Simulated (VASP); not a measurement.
Here is a VASP 6.6.1 calculation.

File INCAR:

```
PREC = Accurate
ENCUT = 520
EDIFF = 1E-6
ISMEAR = 0
SIGMA = 0.1
LREAL = F
LASPH = T
NELM = 80
ALGO = Fast
ISIF = 2
LWAVE = F
LCHARG = F
GGA = PE
NBANDS = 10
```

Contents of KPOINTS:

```
regular mesh
0
Gamma
  18 18 18
```

Contents of POSCAR:

```
Re
1.0
    0.0000000000      1.9577236186      1.9577236186
    1.9577236186      0.0000000000      1.9577236186
    1.9577236186      1.9577236186      0.0000000000
Re
1
Direct
    0.0000000000      0.0000000000      0.0000000000
```

Potentials or basis: VASP PAW PBE potentials, release 64 (Re).

Launch:

```bash
$ cat potpaw_PBE.64/Re/POTCAR > POTCAR
$ mpirun -np 1 vasp_std > vasp.out
```

(1) What does it give for the pressure?

Answers

(1) -0.6 GPa.
